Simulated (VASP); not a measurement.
Input of a VASP 6.6.1 run:

INCAR

```
SYSTEM = V4Ir
PREC = Accurate
ENCUT = 520
EDIFF = 1E-7
ISMEAR = 0
SIGMA = 0.1
LREAL = .False.
LASPH = .True.
NELM = 60
ALGO = Normal
ISIF = 2
LWAVE = .False.
LCHARG = .True.
GGA = PE
LELF = .True.
LVHAR = .True.
NBANDS = 38
NELECT = 60.9
```

The input KPOINTS:

```
Automatic mesh
0
Gamma
  2 2 2
  0 0 0
```

The input POSCAR:

```
V4Ir
1.0
    0.0000000000      2.2071380000     10.3060750000
    1.5098600000      0.0000000000     10.3060750000
    1.5098600000      2.2071380000      0.0000000000
V Ir
4 1
Direct
    0.3971470000      0.3971470000      0.6028530000
    0.7994890000      0.7994890000      0.2005110000
    0.2005110000      0.2005110000      0.7994890000
    0.6028530000      0.6028530000      0.3971470000
    0.0000000000      0.0000000000      0.0000000000
```

Potentials or basis: VASP PAW PBE potentials, release 64 (V_sv, Ir).

The run is started by

```console
$ cat potpaw_PBE.64/V_sv/POTCAR potpaw_PBE.64/Ir/POTCAR > POTCAR
$ mpirun -np 1 vasp_std > vasp.out
```

Question: Estimate the largest force.

Answer: 0.414 eV/Å.

Forces in eV/Å, atoms in the order of the input:
```
V    0.000  0.000 -0.414
V    0.000  0.000  0.091
V    0.000  0.000 -0.091
V    0.000  0.000  0.414
Ir   0.000  0.000  0.000
```

Caveat: the k points lie up to 1.27 Å⁻¹ apart, too coarse for converged energies, forces and pressures; the cell carries a net charge on a neutralising background, which shifts energy and pressure.
